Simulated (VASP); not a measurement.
Set up this calculation in VASP 6.6.1, as the native input.

```yaml
Task: single point
Functional: PBE
Potentials_or_basis: VASP PAW PBE potentials, release 64 (B, P)
Cutoff: 500 eV
k_mesh: 10 × 10 × 10
Occupations: gaussian, width 0.02 eV
Spin: no spin polarisation
Dipole_correction: no
Further_INCAR_settings: ALGO = Normal; EDIFF = 1e-06; NBANDS = 11
```

The structure of BP (pbe) lies in POSCAR:

```
BP
1.0
    0.0000000000      2.2741519222      2.2741519222
    2.2741519222      0.0000000000      2.2741519222
    2.2741519222      2.2741519222      0.0000000000
B P
1 1
Direct
    0.0000000000      0.0000000000      0.0000000000
    0.2500000000      0.2500000000      0.2500000000
```

These files were run (other wordings do the same):

INCAR

```
SYSTEM = BP
PREC = Accurate
ENCUT = 500
EDIFF = 1E-6
ISMEAR = 0
SIGMA = 0.02
LREAL = .False.
LASPH = .True.
NELM = 120
ALGO = Normal
ISIF = 2
LWAVE = .False.
LCHARG = .True.
GGA = PE
LELF = .True.
LVHAR = .True.
NBANDS = 11
GGA_COMPAT = .False.
```

KPOINTS

```
Automatic mesh
0
Gamma
  10 10 10
  0 0 0
```

Potentials or basis: VASP PAW PBE potentials, release 64 (B, P).

The run is started by

```sh
$ cat potpaw_PBE.64/B/POTCAR potpaw_PBE.64/P/POTCAR > POTCAR
$ mpirun -np 1 vasp_std > vasp.out
```

It gave:

```json
{"Pressure": "-0.2 GPa", "Band gap on the k mesh": "1.25 eV, indirect (least direct gap 3.39 eV)"}
```

Run time: 15 s on 1 thread of AMD EPYC 7R43 64-Core Processor (Zen 3) (shared host), peak memory 0.1 GiB.
